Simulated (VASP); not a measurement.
# SnO2 (P2_1/c) in VASP: further runs

SnO2 is run at these levels: PBE; tasks: relaxation of the atoms.

All numbers are computed with VASP 6.6.1; they aren't measurements. Logs are shortened: lines on timing, memory, paths and dates and some standing lists are left out, and cuts for length are marked.

## Step 1: The cell of the first run

It takes space group P2_1/c (No. 14, monoclinic). Conventional cell: a = 5.176 Å, b = 5.175 Å, c = 5.176 Å, α = 90.00°, β = 92.29°, γ = 90.00°. Within 2.8 Å of Sn (site symmetry -1) lie 6 O at 2.09 to 2.14 Å. Sn (site symmetry -1) has 6 O at 2.09 to 2.14 Å within 2.8 Å. O (site symmetry 1) has 3 Sn at 2.09 to 2.13 Å and 6 O at 2.71 to 2.78 Å within 2.8 Å. O (site symmetry 1) has 4 Sn at 2.10 to 3.00 Å and 7 O at 2.71 to 2.85 Å within 3.0 Å.

## Step 2: Relaxation of the atoms, PBE

INCAR reads:

```
  ALGO = Normal
  EDIFF = 1E-7
  EDIFFG = -0.01
  ENCUT = 520
  GGA = PE
  IBRION = 2
  ISIF = 2
  ISMEAR = -1
  KPAR = 4
  LASPH = True
  LCHARG = False
  LREAL = False
  LWAVE = False
  NELM = 60
  NSW = 60
  PREC = Accurate
  SIGMA = 0.05
```

KPOINTS reads:

```
k-points
0
Gamma
  4 4 4
```

POSCAR reads:

```
SnO2
1.0
    5.1752560000     -0.1035051200      0.0000000000
   -0.1035051200      5.1752560000      0.0000000000
    0.0000000000      0.0000000000      5.1752560000
Sn O
4 8
Direct
    0.0000000000      0.0000000000      0.0000000000
    0.5000000000      0.0000000000      0.5000000000
    0.5000000000      0.5000000000      0.0000000000
    0.0000000000      0.5000000000      0.5000000000
    0.6610980000      0.8389020000      0.1610980000
    0.8389020000      0.1610980000      0.6610980000
    0.1610980000      0.6610980000      0.8389020000
    0.3389020000      0.3389020000      0.3389020000
    0.6610980000      0.6610980000      0.6610980000
    0.8389020000      0.3389020000      0.1610980000
    0.1610980000      0.8389020000      0.3389020000
    0.3389020000      0.1610980000      0.8389020000
```

Potentials or basis: VASP PAW PBE potentials, release 64 (Sn_d, O).

Launch:

```bash
cat potpaw_PBE.64/Sn_d/POTCAR potpaw_PBE.64/O/POTCAR > POTCAR
mpirun -np 4 vasp_std > vasp.out
```

OUTCAR:

```text
EDIFF = 1E-7
   EDIFFG = -0.01
   ENCUT = 520
   GGA = PE
   IBRION = 2
   ISIF = 2
   ISMEAR = -1
   LASPH = True
   LREAL = False
   NELM = 60
   NSW = 60
   PREC = Accurate

 ion  position               nearest neighbor table
   1  0.000  0.000  0.000-   5 2.09  12 2.09  11 2.13   6 2.13   7 2.14  10 2.14   3 3.59   3 3.59
                             4 3.66   2 3.66   4 3.66   4 3.66   4 3.66   2 3.66   2 3.66   2 3.66
   2  0.500  0.000  0.500-   6 2.09  11 2.09   5 2.13  12 2.13   8 2.14   9 2.14   4 3.59   4 3.59
                             1 3.66   1 3.66   3 3.66   3 3.66   3 3.66   1 3.66   1 3.66   3 3.66
   3  0.500  0.500  0.000-   5 2.09  12 2.09   9 2.10   8 2.10  10 2.14   7 2.14   1 3.59   1 3.59
                             4 3.66   2 3.66   4 3.66   2 3.66   2 3.66   4 3.66   4 3.66   2 3.66
   4  0.000  0.500  0.500-   6 2.09  11 2.09  10 2.10   7 2.10   8 2.14   9 2.14   2 3.59   2 3.59
                             3 3.66   1 3.66   3 3.66   1 3.66   1 3.66   3 3.66   3 3.66   1 3.66
   5  0.661  0.839  0.161-   1 2.09   3 2.09   2 2.13
   6  0.839  0.161  0.661-   2 2.09   4 2.09   1 2.13
   7  0.161  0.661  0.839-   4 2.10   3 2.14   1 2.14
   8  0.339  0.339  0.339-   3 2.10   2 2.14   4 2.14
   9  0.661  0.661  0.661-   3 2.10   2 2.14   4 2.14
  10  0.839  0.339  0.161-   4 2.10   3 2.14   1 2.14
  11  0.161  0.839  0.339-   2 2.09   4 2.09   1 2.13
  12  0.339  0.161  0.839-   1 2.09   3 2.09   2 2.13

  LATTYP: Found a base centered orthorhombic cell.
 ALAT       =     7.1725388795
 B/A-ratio  =     1.0408163265
 C/A-ratio  =     0.7215375318

  Lattice vectors:

 A1 = (   5.1752560000,  -0.1035051200,   0.0000000000)
 A2 = (  -0.1035051200,   5.1752560000,   0.0000000000)
 A3 = (   0.0000000000,   0.0000000000,   5.1752560000)

Analysis of symmetry for initial positions (statically):
=====================================================================
 Subroutine PRICEL returns:
 Original cell was already a primitive cell.

 Routine SETGRP: Setting up the symmetry group for a
 base centered orthorhombic supercell.

 Subroutine GETGRP returns: Found  4 space group operations
 (whereof  2 operations were pure point group operations)
 out of a pool of  8 trial point group operations.

The static configuration has the point symmetry S_2 .
 The point group associated with its full space group is C_2h.

Analysis of symmetry for dynamics (positions and initial velocities):
=====================================================================
 Subroutine PRICEL returns:
 Original cell was already a primitive cell.

 Routine SETGRP: Setting up the symmetry group for a
 base centered orthorhombic supercell.

 Subroutine GETGRP returns: Found  4 space group operations
 (whereof  2 operations were pure point group operations)
 out of a pool of  8 trial point group operations.

The dynamic configuration has the point symmetry S_2 .
 The point group associated with its full space group is C_2h.

 Subroutine INISYM returns: Found  4 space group operations
 (whereof  2 operations are pure point group operations),
 and found     1 'primitive' translations

----------------------------------------------------------------------------------------

                                     Primitive cell

  volume of cell :     138.5549

  direct lattice vectors                    reciprocal lattice vectors
     5.175256000 -0.103505120  0.000000000     0.193304478  0.003866090  0.000000000
    -0.103505120  5.175256000  0.000000000     0.003866090  0.193304478  0.000000000
     0.000000000  0.000000000  5.175256000     0.000000000  0.000000000  0.193227156

  length of vectors
     5.176290948  5.176290948  5.175256000     0.193343135  0.193343135  0.193227156

  position of ions in fractional coordinates (direct lattice)
     0.000000000  0.000000000  0.000000000
     0.500000000  1.000000000  0.500000000
     0.500000000  0.500000000  0.000000000
     1.000000000  0.500000000  0.500000000
     0.661098000  0.838902000  0.161098000
     0.838902000  0.161098000  0.661098000
     0.161098000  0.661098000  0.838902000
     0.338902000  0.338902000  0.338902000
     0.661098000  0.661098000  0.661098000
     0.838902000  0.338902000  0.161098000
     0.161098000  0.838902000  0.338902000
     0.338902000  0.161098000  0.838902000

  ion indices of the primitive-cell ions
   primitive index   ion index
                 1           1
                 2           2
                 3           3
                 4           4
                 5           5
                 6           6
                 7           7
                 8           8
                 9           9
                10          10
                11          11
                12          12

----------------------------------------------------------------------------------------

 KPOINTS: k-points

Automatic generation of k-mesh.
 Grid dimensions read from file:
 generate k-points for:    4    4    4

 Generating k-lattice:

  Cartesian coordinates                     Fractional coordinates (reciprocal lattice)
     0.048326120  0.000966522  0.000000000     0.250000000 -0.000000000  0.000000000
     0.000966522  0.048326120  0.000000000    -0.000000000  0.250000000  0.000000000
     0.000000000  0.000000000  0.048306789     0.000000000  0.000000000  0.250000000

  Length of vectors
     0.048335784  0.048335784  0.048306789

  Shift w.r.t. Gamma in fractional coordinates (k-lattice)
     0.000000000  0.000000000  0.000000000

 Subroutine IBZKPT returns following result:
 ===========================================

 Found     30 irreducible k-points:

 Following reciprocal coordinates:
            Coordinates               Weight
  0.000000  0.000000  0.000000      1.000000
  0.250000 -0.000000  0.000000      2.000000
 -0.000000  0.250000  0.000000      2.000000
  0.500000 -0.000000  0.000000      1.000000
 -0.000000  0.500000  0.000000      1.000000
  0.250000  0.250000  0.000000      2.000000
[... 16 lines left out ...]
 -0.000000  0.250000  0.500000      2.000000
  0.500000 -0.000000  0.500000      1.000000
 [... further k-points ...]
   k-points           NKPTS =     30   k-points in BZ     NKDIM =     30   number of bands    NBANDS=     62
   number of dos      NEDOS =    301   number of ions     NIONS =     12
   total plane-waves  NPLWV =  64000
   dimension x,y,z NGX =    40 NGY =   40 NGZ =   40
   dimension x,y,z NGXF=    80 NGYF=   80 NGZF=   80
   ions per type =               4   8
   NGX,Y,Z   is equivalent  to a cutoff of  12.85, 12.85, 12.85 a.u.
   NGXF,Y,Z  is equivalent  to a cutoff of  25.69, 25.69, 25.70 a.u.
 SYSTEM =  unknown system
   PREC   = accura    normal or accurate (medium, high low for compatibility)
   ISTART =      0    job   : 0-new  1-cont  2-samecut
   ICHARG =      2    charge: 1-file 2-atom 10-const
   ISPIN  =      1    spin polarized calculation?
   LNONCOLLINEAR =      F non collinear calculations
   LSORBIT =      F    spin-orbit coupling
   LASPH  =      T    aspherical Exc in radial PAW
   ENCUT  =  520.0 eV  38.22 Ry    6.18 a.u.   9.62  9.62  9.62*2*pi/ulx,y,z
   NELM   =     60;   NELMIN=  2; NELMDL= -5     # of ELM steps
   EDIFF  = 0.1E-06   stopping-criterion for ELM
   LREAL  =      F    real-space projection
   EDIFFG = -.1E-01   stopping-criterion for IOM
   NSW    =     60    number of steps for IOM
   IBRION =      2    ionic relax: 0-MD 1-quasi-New 2-CG
   NFREE  =      1    steps in history (QN), initial steepest desc. (CG)
   ISIF   =      2    stress and relaxation
   ISYM   =      2    0-nonsym 1-usesym 2-fastsym
   POTIM  = 0.5000    time-step for ionic-motion
   TEBEG  =    0.0;   TEEND  =   0.0 temperature during run
   PSTRESS=    0.0 pullay stress
   NELECT =     104.0000    total number of electrons
   NUPDOWN=      -1.0000    fix difference up-down
   EMIN   =  10.00;   EMAX   =-10.00  energy-range for DOS
   EFERMI =   0.00;   METHOD = LEGACY
   ISMEAR =    -1;   SIGMA  =   0.05  broadening in eV -4-tet -1-fermi 0-gaus
   EFERMI_NEDOS =   21; number of points for ismear=-14 and -15
   IALGO  =     38    algorithm
   IMIX   =      4    mixing-type and parameters
     AMIX     =   0.40;   BMIX     =  1.00
     AMIX_MAG =   1.60;   BMIX_MAG =  1.00
  volume/ion in A,a.u.               =      11.55        77.92
  Fermi-wavevector in a.u.,A,eV,Ry     =   1.487803  2.811540 30.117272  2.213557
  Thomas-Fermi vector in A             =   2.600917
   LORBIT       =      0    0 simple, 1 ext, 2 COOP (PROOUT), +10 PAW based schemes
   GGA     = PE    functional components
   LHFCALC =     F    Hartree Fock is set to
   AEXX    =    0.0000 exact exchange contribution
   IVDW    =     0    specifies the selected vdW correction
   LEPSILON=     F    determine dielectric tensor
   LRPA    =     F    only Hartree local field effects (RPA)
 conjugate gradient relaxation of ions
 non-spin polarized calculation
  energy-cutoff  :      520.00
  volume of cell :      138.55
 maximum number of plane-waves:      3767
 NGX is ok and might be reduce to    40
   NGX = 19   NGY = 19   NGZ = 19

--------------------------------------- Ionic step        1  -------------------------------------------

 number of electron     103.9999982 magnetization

 Free energy of the ion-electron system (eV)
  ---------------------------------------------------
  ext. energy  EPLUGINS =         0.00000000
  ---------------------------------------------------
  free energy    TOTEN  =       -73.33777039 eV

  energy without entropy =      -73.33727178  energy(sigma->0) =      -73.33752108

------------------------ aborting loop because EDIFF is reached ----------------------------------------

  FORCE on cell =-STRESS in cart. coord.  units (eV):
  Direction    XX          YY          ZZ          XY          YZ          ZX
  --------------------------------------------------------------------------------------
  -------------------------------------------------------------------------------------
  Total        0.1771135      0.3869981      0.1013200      3.7499974      0.0000000      0.0000000
  in kB        2.0480494      4.4750479      1.1716123     43.3630467      0.0000000      0.0000000
  external PRESSURE =       2.5649032 kB  Pullay stress =       0.0000000 kB
[... 215 lines left out ...]
  energy  without entropy=      -73.3417394557  energy(sigma->0) =      -73.34197838

--------------------------------------- Ionic step        6  -------------------------------------------

 number of electron     103.9999975 magnetization

 Free energy of the ion-electron system (eV)
  ---------------------------------------------------
  ext. energy  EPLUGINS =         0.00000000
  ---------------------------------------------------
  free energy    TOTEN  =       -73.34242893 eV

  energy without entropy =      -73.34195599  energy(sigma->0) =      -73.34219246

 E-fermi :   6.9290     XC(G=0): -11.6249

 val. band max:        6.6244406957   @ k =  -0.0000   0.5000   0.0000
 cond. band min:       7.1175507405   @ k =   0.0000   0.0000   0.0000
 fundamental gap:      0.4931100448
 Fermi energy:         6.9289572562

 k-point     1 :       0.0000    0.0000    0.0000
  band No.  band energies     occupation
      1     -14.3360      2.00000
      2     -14.2595      2.00000
      3     -14.1688      2.00000
      4     -13.6185      2.00000
      5     -13.5971      2.00000
      6     -13.5792      2.00000
[... 1549 lines left out ...]
     61      16.5952      0.00000
     62      16.5952      0.00000

 [... further k-points ...]
[... 5 lines left out ...]
  --------------------------------------------------------------------------------------
  -------------------------------------------------------------------------------------
  Total        0.1292655      0.3298239      0.0082141      3.5114097      0.0000000      0.0000000
  in kB        1.4947603      3.8139146      0.0949841     40.6041409      0.0000000      0.0000000
  external PRESSURE =       1.8012196 kB  Pullay stress =       0.0000000 kB
[... 27 lines left out ...]
  FREE ENERGIE OF THE ION-ELECTRON SYSTEM (eV)
  ---------------------------------------------------
  free  energy   TOTEN  =       -73.3424289299 eV

  energy  without entropy=      -73.3419559899  energy(sigma->0) =      -73.34219246

 reached required accuracy - stopping structural energy minimisation
```

Run time: 4.9 min. Hardware: 4 MPI ranks of AMD EPYC 7R43 (Zen 3), shared host; peak memory 0.32 GiB.

Results:

| Item | Value |
| --- | --- |
| Free energy | -73.3424 eV |
| Energy gained by relaxing | 0.4 meV/atom |
| Ionic steps | 6 |
| Pressure after relaxing | 0.2 GPa |
| Largest force after relaxing | 0.008 eV/Å |
| Band gap on the k mesh | 0.49 eV (least direct gap 0.52 eV) |

Forces in eV/Å, atoms in the order of the input:
```
Sn   0.000  0.000  0.000
Sn   0.000  0.000  0.000
Sn   0.000  0.000  0.000
Sn   0.000  0.000  0.000
O    0.001  0.006 -0.005
O   -0.001 -0.006 -0.005
O    0.001  0.006 -0.003
O   -0.001 -0.006 -0.003
O    0.001  0.006  0.003
O   -0.001 -0.006  0.003
O    0.001  0.006  0.005
O   -0.001 -0.006  0.005
```

Step by step:
| step | energy change (eV) | largest force (eV/Å) | pressure (GPa) |
| --- | --- | --- | --- |
| 1 | 0.0000 | 0.1305 | 0.26 |
| 2 | -0.0034 | 0.0443 | 0.20 |
| 3 | -0.0036 | 0.0475 | 0.18 |
| 4 | -0.0042 | 0.0285 | 0.18 |
| 5 | -0.0044 | 0.0278 | 0.18 |
| 6 | -0.0047 | 0.0077 | 0.18 |

Final structure:
```
Sn O
1.0
     5.17526   -0.10351    0.00000
    -0.10351    5.17526    0.00000
     0.00000    0.00000    5.17526
Sn O
4 8
Cartesian
  0.0000 0.0000 5.1753
  2.5876 -0.0518 2.5876
  2.5359 2.5359 5.1753
  -0.0518 2.5876 2.5876
  3.3249 4.2783 0.8375
  4.3345 0.7417 3.4251
  0.7757 3.4076 4.3427
  1.7084 1.7159 1.7551
  3.3633 3.3558 3.4202
  4.2961 1.6642 0.8325
  0.7373 4.3300 1.7501
  1.7469 0.7935 4.3378
```

Levels at points of the mesh, in eV from the valence-band top:
| k point | band 48 | band 49 | band 50 | band 51 | band 52 | band 53 | band 54 | band 55 | band 56 | band 57 |
| --- | --- | --- | --- | --- | --- | --- | --- | --- | --- | --- |
| (0.00, 0.00, 0.00) | -0.77 | -0.34 | -0.23 | -0.13 | -0.03 | 0.49 | 5.57 | 5.65 | 5.76 | 7.17 |
| (0.50, 0.00, 0.00) | -0.79 | -0.51 | -0.51 | -0.07 | -0.07 | 3.55 | 3.55 | 4.79 | 4.79 | 7.64 |
| (0.00, 0.50, 0.00) | -0.72 | -0.59 | -0.44 | -0.15 | 0.00 | 3.42 | 3.68 | 4.68 | 4.90 | 7.46 |
| (0.50, 0.50, 0.00) | -1.17 | -0.43 | -0.43 | -0.32 | -0.32 | 4.30 | 4.30 | 4.57 | 4.57 | 7.51 |
| (0.00, 0.00, 0.50) | -0.78 | -0.53 | -0.53 | -0.05 | -0.05 | 3.55 | 3.55 | 4.77 | 4.77 | 7.63 |
| (0.50, 0.00, 0.50) | -1.15 | -0.46 | -0.46 | -0.28 | -0.28 | 4.35 | 4.35 | 4.52 | 4.52 | 7.69 |
| (0.00, 0.50, 0.50) | -1.10 | -0.46 | -0.46 | -0.29 | -0.29 | 4.29 | 4.29 | 4.57 | 4.57 | 7.58 |
| (0.50, 0.50, 0.50) | -1.19 | -0.78 | -0.78 | -0.58 | -0.58 | 4.77 | 4.77 | 5.05 | 5.05 | 7.02 |

Caveat: semilocal functionals underestimate gaps, and a narrow one can read as zero; spin-orbit coupling is left out, which moves the levels of the heavy elements. A k mesh can miss the band edges.

## Step 3: Relaxation of the atoms, PBE

INCAR reads:

```
PREC     = Accurate       # precision mode
ENCUT    = 520            # plane-wave cutoff, eV
EDIFF    = 1E-6           # SCF threshold, eV
ISMEAR   = -1             # smearing method
SIGMA    = 0.05           # smearing width, eV
LREAL    = False          # projectors in reciprocal space
LASPH    = True           # aspherical terms in the spheres
NELM     = 60             # most SCF steps
ALGO     = Normal         # electronic algorithm
ISIF     = 2              # what is computed and relaxed
LWAVE    = False          # write WAVECAR
LCHARG   = False          # write CHGCAR
GGA      = PE             # functional
IBRION   = 2              # ionic algorithm
NSW      = 60             # ionic steps
EDIFFG   = -0.01          # ionic threshold
KPAR     = 4
```

KPOINTS reads:

```
Automatic mesh
0
Gamma
  4 4 4
```

POSCAR, as its differences from that of step 2:

```diff
@@ -2,4 +2,4 @@
 1.0
-    5.1752560000     -0.1035051200      0.0000000000
-   -0.1035051200      5.1752560000      0.0000000000
+    5.1752560000      0.1035051200      0.0000000000
+    0.1035051200      5.1752560000      0.0000000000
     0.0000000000      0.0000000000      5.1752560000
```

Potentials or basis: VASP PAW PBE potentials, release 64 (Sn_d, O).

Launch:

```bash
cat potpaw_PBE.64/Sn_d/POTCAR potpaw_PBE.64/O/POTCAR > POTCAR
mpirun -np 4 vasp_std > vasp.out
```

Wall time 3.9 min (4 MPI ranks of Intel Xeon Platinum 8375C at 2.90GHz (Ice Lake), shared host); peak memory 0.35 GiB.

Results (log left out):

- Free energy: -73.3424 eV
- Energy gained by relaxing: 0.4 meV/atom
- Ionic steps: 6
- Pressure after relaxing: 0.2 GPa
- Largest force after relaxing: 0.008 eV/Å
- Band gap on the k mesh: 0.49 eV (least direct gap 0.52 eV)

Forces in eV/Å, atoms in the order of the input:
```
Sn   0.000  0.000  0.000
Sn   0.000  0.000  0.000
Sn   0.000  0.000  0.000
Sn   0.000  0.000  0.000
O    0.001 -0.006  0.003
O   -0.001  0.006  0.003
O    0.001 -0.006  0.005
O   -0.001  0.006  0.005
O    0.001 -0.006 -0.005
O   -0.001  0.006 -0.005
O    0.001 -0.006 -0.003
O   -0.001  0.006 -0.003
```

Stress tensor (GPa, compression positive):
```
 0.15 -4.06  0.00
-4.06  0.38  0.00
 0.00  0.00  0.01
```

Step by step:
| step | energy change (eV) | largest force (eV/Å) | pressure (GPa) |
| --- | --- | --- | --- |
| 1 | 0.0000 | 0.1305 | 0.25 |
| 2 | -0.0034 | 0.0445 | 0.20 |
| 3 | -0.0036 | 0.0481 | 0.18 |
| 4 | -0.0042 | 0.0288 | 0.18 |
| 5 | -0.0044 | 0.0280 | 0.18 |
| 6 | -0.0047 | 0.0078 | 0.18 |

Final structure:
```
Sn O
1.0
     5.17526    0.10351    0.00000
     0.10351    5.17526    0.00000
     0.00000    0.00000    5.17526
Sn O
4 8
Direct
  0.00000 0.00000 0.00000
  0.50000 0.00000 0.50000
  0.50000 0.50000 0.00000
  0.00000 0.50000 0.50000
  0.66312 0.83830 0.16087
  0.83688 0.16170 0.66087
  0.15926 0.66014 0.83817
  0.34074 0.33986 0.33817
  0.65926 0.66014 0.66183
  0.84074 0.33986 0.16183
  0.16312 0.83830 0.33913
  0.33688 0.16170 0.83913
```

Levels at points of the mesh, in eV from the valence-band top:
| k point | band 50 | band 51 | band 52 | band 53 | band 54 | band 55 |
| --- | --- | --- | --- | --- | --- | --- |
| (0.00, 0.00, 0.00) | -0.23 | -0.13 | -0.03 | 0.49 | 5.57 | 5.65 |
| (0.50, 0.00, 0.00) | -0.51 | -0.07 | -0.07 | 3.55 | 3.55 | 4.79 |
| (0.00, 0.50, 0.00) | -0.44 | -0.15 | 0.00 | 3.42 | 3.68 | 4.68 |
| (0.50, 0.50, 0.00) | -0.43 | -0.32 | -0.32 | 4.30 | 4.30 | 4.57 |
| (0.00, 0.00, 0.50) | -0.53 | -0.05 | -0.05 | 3.55 | 3.55 | 4.77 |
| (0.50, 0.00, 0.50) | -0.46 | -0.28 | -0.28 | 4.35 | 4.35 | 4.52 |
| (0.00, 0.50, 0.50) | -0.46 | -0.29 | -0.29 | 4.29 | 4.29 | 4.57 |
| (0.50, 0.50, 0.50) | -0.78 | -0.58 | -0.58 | 4.77 | 4.77 | 5.05 |

Caveat: semilocal functionals underestimate gaps, and a narrow one can read as zero; spin-orbit coupling is left out, which moves the levels of the heavy elements. A k mesh can miss the band edges.
